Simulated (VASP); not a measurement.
# TiRh (P4/mmm) in VASP: notebook, part 2 of 2

VASP 6.6.1.

## Step 3: Electric field gradients, LDA (volume scaled by 0.4)

File INCAR:

```
SYSTEM = TiRh
PREC = Accurate
ENCUT = 460
EDIFF = 1E-8
ISMEAR = -1
SIGMA = 0.05
LREAL = .False.
LASPH = .True.
NELM = 120
ALGO = Normal
ISIF = 2
LWAVE = .False.
LCHARG = .False.
GGA = CA
LEFG = .True.
NBANDS = 22
GGA_COMPAT = .False.
```

File KPOINTS:

```
regular mesh
0
Gamma
  12 12 11
  0 0 0
```

File POSCAR:

```
TiRh
1.0
    2.0692832688      0.0000000000      0.0000000000
    0.0000000000      2.0692832688      0.0000000000
    0.0000000000      0.0000000000      2.7939980078
Ti Rh
1 1
Direct
    0.5000000000      0.5000000000      0.5000000000
    0.0000000000      0.0000000000      0.0000000000
```

Potentials or basis: VASP PAW LDA potentials, release 64 (Ti_sv, Rh_sv_GW).

Command:

```bash
> cat potpaw_LDA.64/Ti_sv/POTCAR potpaw_LDA.64/Rh_sv_GW/POTCAR > POTCAR
> mpirun -np 1 vasp_std > vasp.out
```

OUTCAR:

```text
SYSTEM = TiRh
   PREC = Accurate
   ENCUT = 460
   EDIFF = 1E-8
   ISMEAR = -1
   LREAL = .False.
   LASPH = .True.
   NELM = 120
   ISIF = 2
   GGA = CA

 ion  position               nearest neighbor table
   1  0.500  0.500  0.500-   2 2.02   2 2.02   2 2.02   2 2.02   2 2.02   2 2.02   2 2.02   2 2.02

   2  0.000  0.000  0.000-   1 2.02   1 2.02   1 2.02   1 2.02   1 2.02   1 2.02   1 2.02   1 2.02

  LATTYP: Found a simple tetragonal cell.
 ALAT       =     2.0692832688
 C/A-ratio  =     1.3502250030

  Lattice vectors:

 A1 = (   2.0692832688,   0.0000000000,   0.0000000000)
 A2 = (   0.0000000000,   2.0692832688,   0.0000000000)
 A3 = (   0.0000000000,   0.0000000000,   2.7939980078)

Analysis of symmetry for initial positions (statically):
=====================================================================
 Subroutine PRICEL returns:
 Original cell was already a primitive cell.

 Routine SETGRP: Setting up the symmetry group for a
 simple tetragonal supercell.

 Subroutine GETGRP returns: Found 16 space group operations
 (whereof 16 operations were pure point group operations)
 out of a pool of 16 trial point group operations.

The static configuration has the point symmetry D_4h.

Analysis of symmetry for dynamics (positions and initial velocities):
=====================================================================
 Subroutine PRICEL returns:
 Original cell was already a primitive cell.

 Routine SETGRP: Setting up the symmetry group for a
 simple tetragonal supercell.

 Subroutine GETGRP returns: Found 16 space group operations
 (whereof 16 operations were pure point group operations)
 out of a pool of 16 trial point group operations.

The dynamic configuration has the point symmetry D_4h.

 Subroutine INISYM returns: Found 16 space group operations
 (whereof 16 operations are pure point group operations),
 and found     1 'primitive' translations

----------------------------------------------------------------------------------------

                                     Primitive cell

  volume of cell :      11.9637

  direct lattice vectors                    reciprocal lattice vectors
     2.069283269  0.000000000  0.000000000     0.483259114  0.000000000  0.000000000
     0.000000000  2.069283269  0.000000000     0.000000000  0.483259114  0.000000000
     0.000000000  0.000000000  2.793998008     0.000000000  0.000000000  0.357910062

  length of vectors
     2.069283269  2.069283269  2.793998008     0.483259114  0.483259114  0.357910062

  position of ions in fractional coordinates (direct lattice)
     0.500000000  0.500000000  0.500000000
     0.000000000  0.000000000  0.000000000

  ion indices of the primitive-cell ions
   primitive index   ion index
                 1           1
                 2           2

----------------------------------------------------------------------------------------

 KPOINTS: regular mesh
[... 71 lines left out ...]
   NSW    =      0    number of steps for IOM
   IBRION =     -1    ionic relax: 0-MD 1-quasi-New 2-CG
   NFREE  =      0    steps in history (QN), initial steepest desc. (CG)
   ISIF   =      2    stress and relaxation
   ISYM   =      2    0-nonsym 1-usesym 2-fastsym
   POTIM  = 0.5000    time-step for ionic-motion
   TEBEG  =    0.0;   TEEND  =   0.0 temperature during run
   PSTRESS=    0.0 pullay stress
   NELECT =      29.0000    total number of electrons
   NUPDOWN=      -1.0000    fix difference up-down
   EMIN   =  10.00;   EMAX   =-10.00  energy-range for DOS
   EFERMI =   0.00;   METHOD = LEGACY
   ISMEAR =    -1;   SIGMA  =   0.05  broadening in eV -4-tet -1-fermi 0-gaus
   EFERMI_NEDOS =   21; number of points for ismear=-14 and -15
   IALGO  =     38    algorithm
   IMIX   =      4    mixing-type and parameters
     AMIX     =   0.40;   BMIX     =  1.00
     AMIX_MAG =   1.60;   BMIX_MAG =  1.00
  volume/ion in A,a.u.               =       5.98        40.37
  Fermi-wavevector in a.u.,A,eV,Ry     =   2.199136  4.155765 65.800509  4.836201
  Thomas-Fermi vector in A             =   3.162132
   LORBIT       =      0    0 simple, 1 ext, 2 COOP (PROOUT), +10 PAW based schemes
   GGA     = CA    functional components
   LHFCALC =     F    Hartree Fock is set to
   AEXX    =    0.0000 exact exchange contribution
   IVDW    =     0    specifies the selected vdW correction
   LEPSILON=     F    determine dielectric tensor
   LRPA    =     F    only Hartree local field effects (RPA)
 non-spin polarized calculation
  energy-cutoff  :      460.00
  volume of cell :       11.96
 maximum number of plane-waves:       278
   NGX =  7   NGY =  7   NGZ =  9

 number of electron      29.0000013 magnetization

 Free energy of the ion-electron system (eV)
  ---------------------------------------------------
  ext. energy  EPLUGINS =         0.00000000
  ---------------------------------------------------
  free energy    TOTEN  =         8.47450162 eV

  energy without entropy =        8.47976758  energy(sigma->0) =        8.47713460

 E-fermi :  28.5370     XC(G=0): -19.2389

 val. band max:       28.5277451927   @ k =   0.5000   0.0833   0.0000
 cond. band min:      28.6037069356   @ k =   0.5000   0.0833   0.0000
 fundamental gap:      0.0759617429
 Fermi energy:        28.5369993365

 k-point     1 :       0.0000    0.0000    0.0000
  band No.  band energies     occupation
      1     -54.2634      2.00000
      2     -28.8930      2.00000
      3     -23.1818      2.00000
      4     -20.3170      2.00000
      5     -20.3170      2.00000
      6      -4.2920      2.00000
[... 589 lines left out ...]
     21      52.4329      0.00000
     22      54.1353      0.00000

 [... further k-points ...]

------------------------ aborting loop because EDIFF is reached ----------------------------------------

  FORCE on cell =-STRESS in cart. coord.  units (eV):
  Direction    XX          YY          ZZ          XY          YZ          ZX
  --------------------------------------------------------------------------------------
  -------------------------------------------------------------------------------------
  Total       79.0015168     79.0015168     78.9115036      0.0000000      0.0000000      0.0000000
  in kB    10579.8625963  10579.8625963  10567.8080458      0.0000000      0.0000000      0.0000000
  external PRESSURE =   10575.8444128 kB  Pullay stress =       0.0000000 kB

 VOLUME and BASIS-vectors are now :
 -----------------------------------------------------------------------------
  energy-cutoff  :      460.00
  volume of cell :       11.96
      direct lattice vectors                 reciprocal lattice vectors
     2.069283269  0.000000000  0.000000000     0.483259114  0.000000000  0.000000000
     0.000000000  2.069283269  0.000000000     0.000000000  0.483259114  0.000000000
     0.000000000  0.000000000  2.793998008     0.000000000  0.000000000  0.357910062

 POSITION                                       TOTAL-FORCE (eV/Angst)
 -----------------------------------------------------------------------------------
      1.03464      1.03464      1.39700         0.000000      0.000000      0.000000
      0.00000      0.00000      0.00000         0.000000      0.000000      0.000000
 -----------------------------------------------------------------------------------
    total drift:                                0.000000     -0.000000     -0.000000

  FREE ENERGIE OF THE ION-ELECTRON SYSTEM (eV)
  ---------------------------------------------------
  free  energy   TOTEN  =         8.4745016246 eV

  energy  without entropy=        8.4797675822  energy(sigma->0) =        8.47713460

 Electric field gradients (V/A^2)
---------------------------------------------------------------------
 ion       V_xx      V_yy      V_zz      V_xy      V_xz      V_yz
---------------------------------------------------------------------
   1      25.967    25.967   -51.934     0.000     0.000    -0.000
   2    -105.315  -105.315   210.631     0.000     0.000     0.000
---------------------------------------------------------------------

 Electric field gradients after diagonalization (V/A^2)
 (convention: |V_zz| > |V_xx| > |V_yy|)
----------------------------------------------------------------------
 ion       V_xx      V_yy      V_zz     asymmetry (V_yy - V_xx)/ V_zz
----------------------------------------------------------------------
   1      25.967    25.967   -51.934       0.000
   2    -105.315  -105.315   210.631       0.000
----------------------------------------------------------------------

           NMR quadrupolar parameters

 Cq : quadrupolar parameter    Cq=e*Q*V_zz/h
 eta: asymmetry parameters     (V_yy - V_xx)/ V_zz
 Q  : nuclear electric quadrupole moment in mb (millibarn)
----------------------------------------------------------------------
 ion       Cq(MHz)       eta       Q (mb)
----------------------------------------------------------------------
   1      -0.126       0.000       1.000
   2       0.509       0.000       1.000
----------------------------------------------------------------------
```

OSZICAR:

```text
N       E                     dE             d eps       ncg     rms          rms(c)
DAV:   1     0.398333275102E+03    0.39833E+03   -0.13853E+04  8216   0.183E+03
DAV:   2     0.361524187668E+02   -0.36218E+03   -0.33526E+03  7482   0.645E+02
DAV:   3     0.895632199747E+01   -0.27196E+02   -0.25609E+02 12374   0.169E+02
[... 11 lines left out ...]
DAV:  15     0.847450182279E+01   -0.18398E-05   -0.59322E-06  9612   0.237E-02    0.287E-02
DAV:  16     0.847450169372E+01   -0.12907E-06   -0.11352E-06  9450   0.127E-02    0.109E-02
DAV:  17     0.847450164512E+01   -0.48600E-07   -0.25315E-07 10162   0.585E-03    0.320E-03
DAV:  18     0.847450162672E+01   -0.18403E-07   -0.64875E-08  8658   0.227E-03    0.706E-04
DAV:  19     0.847450162461E+01   -0.21082E-08   -0.79297E-09  6708   0.807E-04
   1 F= 0.84745016E+01 E0= 0.84771346E+01  d E =-.526596E-02
```

stdout:

```text
POSCAR found type information on POSCAR TiRh
 POSCAR found :  2 types and       2 ions
 scaLAPACK will be used
 LDA part: xc-table for (Slater(with rela. corr.)+CA(PZ))
 , standard interpolation
 POSCAR, INCAR and KPOINTS ok, starting setup
 FFT: planning ... GRIDC
 FFT: planning ... GRID_SOFT
 FFT: planning ... GRID
 WAVECAR not read
 entering main loop
ion   1

ion   2
```

Wall time 48 s (1 thread of Intel Xeon Platinum 8375C at 2.90GHz (Ice Lake), shared host); peak memory 0.16 GiB.

The run converged, but its numbers aren't listed here, since they failed a check.

Caveat: without QUAD_EFG the Cq values of the log hold for a quadrupole moment of 1 mb, not for the nuclei.

## Step 4: Electric field gradients, LDA (volume scaled by 0.5)

Edit INCAR of step 3 so:

```diff
@@ -13,3 +13,2 @@
 LCHARG = .False.
-GGA = CA
 LEFG = .True.
```

File KPOINTS:

```
Automatic mesh
0
Gamma
  12 12 11
  0 0 0
```

File POSCAR:

```
TiRh
1.0
    2.2386528970      0.0000000000      0.0000000000
    0.0000000000      2.2386528970      0.0000000000
    0.0000000000      0.0000000000      2.9840251196
Ti Rh
1 1
Direct
    0.5000000000      0.5000000000      0.5000000000
    0.0000000000      0.0000000000      0.0000000000
```

Potentials or basis: VASP PAW LDA potentials, release 64 (Ti_sv, Rh_sv_GW).

Command:

```bash
> cat potpaw_LDA.64/Ti_sv/POTCAR potpaw_LDA.64/Rh_sv_GW/POTCAR > POTCAR
> mpirun -np 1 vasp_std > vasp.out
```

OUTCAR:

```text
SYSTEM = TiRh
   PREC = Accurate
   ENCUT = 460
   EDIFF = 1E-8
   ISMEAR = -1
   LREAL = .False.
   LASPH = .True.
   NELM = 120
   ISIF = 2

 ion  position               nearest neighbor table
   1  0.500  0.500  0.500-   2 2.18   2 2.18   2 2.18   2 2.18   2 2.18   2 2.18   2 2.18   2 2.18

   2  0.000  0.000  0.000-   1 2.18   1 2.18   1 2.18   1 2.18   1 2.18   1 2.18   1 2.18   1 2.18

  LATTYP: Found a simple tetragonal cell.
 ALAT       =     2.2386528970
 C/A-ratio  =     1.3329556912

  Lattice vectors:

 A1 = (   2.2386528970,   0.0000000000,   0.0000000000)
 A2 = (   0.0000000000,   2.2386528970,   0.0000000000)
 A3 = (   0.0000000000,   0.0000000000,   2.9840251196)

Analysis of symmetry for initial positions (statically):
=====================================================================
 Subroutine PRICEL returns:
 Original cell was already a primitive cell.

 Routine SETGRP: Setting up the symmetry group for a
 simple tetragonal supercell.

[... 789 lines left out ...]
      direct lattice vectors                 reciprocal lattice vectors
     2.238652897  0.000000000  0.000000000     0.446697209  0.000000000  0.000000000
     0.000000000  2.238652897  0.000000000     0.000000000  0.446697209  0.000000000
     0.000000000  0.000000000  2.984025120     0.000000000  0.000000000  0.335117822

 POSITION                                       TOTAL-FORCE (eV/Angst)
 -----------------------------------------------------------------------------------
      1.11933      1.11933      1.49201         0.000000      0.000000      0.000000
      0.00000      0.00000      0.00000         0.000000      0.000000      0.000000
 -----------------------------------------------------------------------------------
    total drift:                                0.000000      0.000000      0.000000

  FREE ENERGIE OF THE ION-ELECTRON SYSTEM (eV)
  ---------------------------------------------------
  free  energy   TOTEN  =        -5.4574690025 eV

  energy  without entropy=       -5.4499438043  energy(sigma->0) =       -5.45370640

 Electric field gradients (V/A^2)
---------------------------------------------------------------------
 ion       V_xx      V_yy      V_zz      V_xy      V_xz      V_yz
---------------------------------------------------------------------
   1      25.492    25.492   -50.983     0.000     0.000     0.000
   2    -119.341  -119.341   238.681     0.000    -0.000     0.000
---------------------------------------------------------------------

 Electric field gradients after diagonalization (V/A^2)
 (convention: |V_zz| > |V_xx| > |V_yy|)
----------------------------------------------------------------------
 ion       V_xx      V_yy      V_zz     asymmetry (V_yy - V_xx)/ V_zz
----------------------------------------------------------------------
   1      25.492    25.492   -50.983       0.000
   2    -119.341  -119.341   238.681       0.000
----------------------------------------------------------------------

           NMR quadrupolar parameters

 Cq : quadrupolar parameter    Cq=e*Q*V_zz/h
 eta: asymmetry parameters     (V_yy - V_xx)/ V_zz
 Q  : nuclear electric quadrupole moment in mb (millibarn)
----------------------------------------------------------------------
 ion       Cq(MHz)       eta       Q (mb)
----------------------------------------------------------------------
   1      -0.123       0.000       1.000
   2       0.577       0.000       1.000
----------------------------------------------------------------------
```

Wall time 79 s (1 thread of AMD EPYC 7R43 (Zen 3), shared host); peak memory 0.13 GiB.

Results:

| Quantity | Value |
| --- | --- |
| Free energy | -5.4575 eV |
| Pressure | 503.7 GPa |

Electric field gradients, principal values (V/Å²):
```tsv
atom	least	middle	greatest (by size)
1 Ti	25.492	25.492	-50.983
2 Rh	-119.341	-119.341	238.681
```

Caveat: without QUAD_EFG the Cq values of the log hold for a quadrupole moment of 1 mb, not for the nuclei.
